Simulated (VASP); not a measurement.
# Sc (P6_3/mmc) in VASP: notebook

Runs on Sc. Level: LDA. Tasks: single point.

Everything below comes from runs of VASP 6.6.1. Logs are shortened: lines on timing, memory, paths and dates and some standing lists are left out, and cuts for length are marked.

**1. The cell of the first run**

It takes space group P6_3/mmc (No. 194, hexagonal). The conventional cell has a = 3.210 Å, b = 3.210 Å, c = 4.981 Å, α = 90.00°, β = 90.00°, γ = 120.00°. Within 4.1 Å of Sc (site symmetry -6m2) lie 12 Sc at 3.10 to 3.21 Å.

**2. Single point, LDA**

The input, INCAR:

```
PREC     = Accurate       # precision mode
ENCUT    = 520            # plane-wave cutoff, eV
EDIFF    = 1E-6           # SCF threshold, eV
ISMEAR   = -1             # smearing method
SIGMA    = 0.1            # smearing width, eV
LREAL    = F              # projectors in reciprocal space
LASPH    = T              # aspherical terms in the spheres
NELM     = 80             # most SCF steps
ALGO     = Normal         # electronic algorithm
ISIF     = 2              # what is computed and relaxed
LWAVE    = F              # write WAVECAR
LCHARG   = F              # write CHGCAR
GGA      = CA             # functional
NBANDS   = 18             # bands
```

The input, KPOINTS:

```
regular mesh
0
Gamma
  16 16 10
```

The input, POSCAR:

```
Sc
1.0
    3.2104754898      0.0000000000      0.0000000000
   -1.6052377449      2.7803533324      0.0000000000
    0.0000000000      0.0000000000      4.9812388019
Sc
2
Direct
    0.3333333333      0.6666666667      0.2500000000
    0.6666666667      0.3333333333      0.7500000000
```

Potentials or basis: VASP PAW LDA potentials, release 64 (Sc_sv).

Started as:

```
cat potpaw_LDA.64/Sc_sv/POTCAR > POTCAR
mpirun -np 1 vasp_std > vasp.out
```

OUTCAR:

```text
PREC = Accurate
   ENCUT = 520
   EDIFF = 1E-6
   ISMEAR = -1
   LREAL = F
   LASPH = T
   NELM = 80
   ISIF = 2
   GGA = CA

 ion  position               nearest neighbor table
   1  0.333  0.667  0.250-   2 3.10   2 3.10   2 3.10   2 3.10   2 3.10   2 3.10
   2  0.667  0.333  0.750-   1 3.10   1 3.10   1 3.10   1 3.10   1 3.10   1 3.10

  LATTYP: Found a hexagonal cell.
 ALAT       =     3.2104754898
 C/A-ratio  =     1.5515579601

  Lattice vectors:

 A1 = (   3.2104754898,   0.0000000000,   0.0000000000)
 A2 = (  -1.6052377449,   2.7803533324,   0.0000000000)
 A3 = (   0.0000000000,   0.0000000000,   4.9812388019)

Analysis of symmetry for initial positions (statically):
=====================================================================
 Subroutine PRICEL returns:
 Original cell was already a primitive cell.

 Routine SETGRP: Setting up the symmetry group for a
 hexagonal supercell.

 Subroutine GETGRP returns: Found 24 space group operations
 (whereof 12 operations were pure point group operations)
 out of a pool of 24 trial point group operations.

The static configuration has the point symmetry D_3d.
 The point group associated with its full space group is D_6h.

Analysis of symmetry for dynamics (positions and initial velocities):
=====================================================================
 Subroutine PRICEL returns:
 Original cell was already a primitive cell.

 Routine SETGRP: Setting up the symmetry group for a
 hexagonal supercell.

 Subroutine GETGRP returns: Found 24 space group operations
 (whereof 12 operations were pure point group operations)
 out of a pool of 24 trial point group operations.

The dynamic configuration has the point symmetry D_3d.
 The point group associated with its full space group is D_6h.

 Subroutine INISYM returns: Found 24 space group operations
 (whereof 12 operations are pure point group operations),
 and found     1 'primitive' translations

----------------------------------------------------------------------------------------

                                     Primitive cell

  volume of cell :      44.4638

  direct lattice vectors                    reciprocal lattice vectors
     3.210475490  0.000000000  0.000000000     0.311480341  0.179833259  0.000000000
    -1.605237745  2.780353332  0.000000000     0.000000000  0.359666517  0.000000000
     0.000000000  0.000000000  4.981238802     0.000000000  0.000000000  0.200753274

[... 81 lines left out ...]
   ENCUT  =  520.0 eV  38.22 Ry    6.18 a.u.   5.97  5.97  9.26*2*pi/ulx,y,z
   NELM   =     80;   NELMIN=  2; NELMDL= -5     # of ELM steps
   EDIFF  = 0.1E-05   stopping-criterion for ELM
   LREAL  =      F    real-space projection
   EDIFFG = 0.1E-04   stopping-criterion for IOM
   NSW    =      0    number of steps for IOM
   IBRION =     -1    ionic relax: 0-MD 1-quasi-New 2-CG
   NFREE  =      0    steps in history (QN), initial steepest desc. (CG)
   ISIF   =      2    stress and relaxation
   ISYM   =      2    0-nonsym 1-usesym 2-fastsym
   POTIM  = 0.5000    time-step for ionic-motion
   TEBEG  =    0.0;   TEEND  =   0.0 temperature during run
   PSTRESS=    0.0 pullay stress
   NELECT =      22.0000    total number of electrons
   NUPDOWN=      -1.0000    fix difference up-down
   EMIN   =  10.00;   EMAX   =-10.00  energy-range for DOS
   EFERMI =   0.00;   METHOD = LEGACY
   ISMEAR =    -1;   SIGMA  =   0.10  broadening in eV -4-tet -1-fermi 0-gaus
   EFERMI_NEDOS =   21; number of points for ismear=-14 and -15
   IALGO  =     38    algorithm
   IMIX   =      4    mixing-type and parameters
     AMIX     =   0.40;   BMIX     =  1.00
     AMIX_MAG =   1.60;   BMIX_MAG =  1.00
  volume/ion in A,a.u.               =      22.23       150.03
  Fermi-wavevector in a.u.,A,eV,Ry     =   1.294832  2.446878 22.811397  1.676590
  Thomas-Fermi vector in A             =   2.426390
   LORBIT       =      0    0 simple, 1 ext, 2 COOP (PROOUT), +10 PAW based schemes
   GGA     = CA    functional components
   LHFCALC =     F    Hartree Fock is set to
   AEXX    =    0.0000 exact exchange contribution
   IVDW    =     0    specifies the selected vdW correction
   LEPSILON=     F    determine dielectric tensor
   LRPA    =     F    only Hartree local field effects (RPA)
 non-spin polarized calculation
  energy-cutoff  :      520.00
  volume of cell :       44.46
 maximum number of plane-waves:      1216
 NGX is ok and might be reduce to    24
   NGX = 11   NGY = 11   NGZ = 19

 number of electron      21.9999993 magnetization

 Free energy of the ion-electron system (eV)
  ---------------------------------------------------
  ext. energy  EPLUGINS =         0.00000000
  ---------------------------------------------------
  free energy    TOTEN  =       -13.50569162 eV

  energy without entropy =      -13.39116616  energy(sigma->0) =      -13.44842889

 E-fermi :   4.0781     XC(G=0): -10.5759

 val. band max:        4.0753716692   @ k =   0.1875   0.0625   0.3000
 cond. band min:       4.0790875851   @ k =   0.4375   0.1250   0.4000
 fundamental gap:      0.0037159159
 Fermi energy:         4.0781370640

 k-point     1 :       0.0000    0.0000    0.0000
  band No.  band energies     occupation
      1     -44.4775      2.00000
      2     -44.3593      2.00000
      3     -23.7636      2.00000
      4     -23.2568      2.00000
      5     -23.2568      2.00000
      6     -23.1601      2.00000
[... 481 lines left out ...]
      5     -23.4946      2.00000
      6     -23.3645      2.00000
[... 10 lines left out ...]
     17       7.9322      0.00000
     18       8.4165      0.00000

 [... further k-points ...]

------------------------ aborting loop because EDIFF is reached ----------------------------------------

  FORCE on cell =-STRESS in cart. coord.  units (eV):
  Direction    XX          YY          ZZ          XY          YZ          ZX
  --------------------------------------------------------------------------------------
  -------------------------------------------------------------------------------------
  Total        0.3044068      0.3044068      0.2969901      0.0000000      0.0000000      0.0000000
  in kB       10.9687767     10.9687767     10.7015305      0.0000000      0.0000000      0.0000000
  external PRESSURE =      10.8796947 kB  Pullay stress =       0.0000000 kB

 VOLUME and BASIS-vectors are now :
 -----------------------------------------------------------------------------
  energy-cutoff  :      520.00
  volume of cell :       44.46
      direct lattice vectors                 reciprocal lattice vectors
     3.210475490  0.000000000  0.000000000     0.311480341  0.179833259  0.000000000
    -1.605237745  2.780353332  0.000000000     0.000000000  0.359666517  0.000000000
     0.000000000  0.000000000  4.981238802     0.000000000  0.000000000  0.200753274

 POSITION                                       TOTAL-FORCE (eV/Angst)
 -----------------------------------------------------------------------------------
     -0.00000      1.85357      1.24531        -0.000000      0.000000      0.000000
      1.60524      0.92678      3.73593         0.000000     -0.000000      0.000000
 -----------------------------------------------------------------------------------
    total drift:                               -0.000000      0.000000     -0.000000

  FREE ENERGIE OF THE ION-ELECTRON SYSTEM (eV)
  ---------------------------------------------------
  free  energy   TOTEN  =       -13.5056916175 eV

  energy  without entropy=      -13.3911661610  energy(sigma->0) =      -13.44842889
```

OSZICAR:

```text
N       E                     dE             d eps       ncg     rms          rms(c)
DAV:   1     0.349743422196E+03    0.34974E+03   -0.10874E+04  6520   0.136E+03
DAV:   2     0.497679130851E+01   -0.34477E+03   -0.33808E+03  8048   0.558E+02
DAV:   3    -0.143657352991E+02   -0.19343E+02   -0.18443E+02 10678   0.165E+02
DAV:   4    -0.147669379930E+02   -0.40120E+00   -0.39619E+00  9968   0.208E+01
DAV:   5    -0.147718845471E+02   -0.49466E-02   -0.49428E-02 11086   0.248E+00    0.842E+00
DAV:   6    -0.136757541017E+02    0.10961E+01   -0.24022E+00  8584   0.183E+01    0.257E+00
DAV:   7    -0.135195049788E+02    0.15625E+00   -0.59640E-01  8886   0.824E+00    0.726E-01
DAV:   8    -0.135064336779E+02    0.13071E-01   -0.26622E-02  8268   0.221E+00    0.219E-01
DAV:   9    -0.135056697979E+02    0.76388E-03   -0.52410E-03  9410   0.764E-01    0.217E-02
DAV:  10    -0.135056908282E+02   -0.21030E-04   -0.10593E-04 10118   0.145E-01    0.419E-03
DAV:  11    -0.135056916175E+02   -0.78934E-06   -0.16198E-06  6390   0.156E-02
   1 F= -.13505692E+02 E0= -.13448429E+02  d E =-.114525E+00
```

Wall time 34 s (1 thread of Intel Xeon 6975P-C (Granite Rapids), shared host); peak memory 0.22 GiB.

Results:

```
Free energy            : -13.5057 eV
Pressure               : 1.1 GPa
Band gap on the k mesh : zero (bands 11 and 12 overlap by 1.63 eV)
```

**3. Single point, LDA**

This run uses another cell than the first one, of 22.59 Å³/atom.

The input, INCAR:

```
ALGO = Normal
EDIFF = 1E-6
ENCUT = 520
ISIF = 2
ISMEAR = -1
LASPH = True
LCHARG = True
LELF = True
LREAL = False
LVHAR = True
LWAVE = False
NBANDS = 18
NELM = 80
PREC = Accurate
SIGMA = 0.1
```

The input, KPOINTS:

```
k-points
0
Gamma
  16 16 10
```

The input, POSCAR:

```
Sc
1.0
    3.2269535137      0.0000000000      0.0000000000
   -1.6134767568      2.7946237197      0.0000000000
    0.0000000000      0.0000000000      5.0106607160
Sc
2
Direct
    0.3333333333      0.6666666667      0.2500000000
    0.6666666667      0.3333333333      0.7500000000
```

Potentials or basis: VASP PAW LDA potentials, release 64 (Sc_sv).

Started as:

```
cat potpaw_LDA.64/Sc_sv/POTCAR > POTCAR
mpirun -np 1 vasp_std > vasp.out
```

It took 34 s on 1 thread of Intel Xeon 6975P-C (Granite Rapids), shared host; peak memory 0.23 GiB.

It converged, with:

```
Free energy            : -13.5086 eV
Pressure               : 0.1 GPa
Band gap on the k mesh : zero (bands 11 and 12 overlap by 1.62 eV)
```

Levels at points of the mesh, in eV from the Fermi level:
```tsv
k point	band 7	band 8	band 9	band 10	band 11	band 12	band 13	band 14	band 15	band 16
(0.00, 0.00, 0.00)	-27.29	-27.26	-5.22	-1.76	0.95	1.64	1.64	1.95	2.15	2.15
(0.50, 0.00, 0.00)	-27.41	-27.34	-1.64	-1.17	-0.80	-0.24	1.34	1.42	2.02	4.06
(0.00, 0.00, 0.50)	-27.34	-27.34	-3.57	-3.57	1.02	1.02	1.54	1.54	1.54	1.54
(0.50, 0.00, 0.50)	-27.40	-27.40	-1.60	-1.60	0.09	0.09	1.50	1.50	2.51	2.51
```
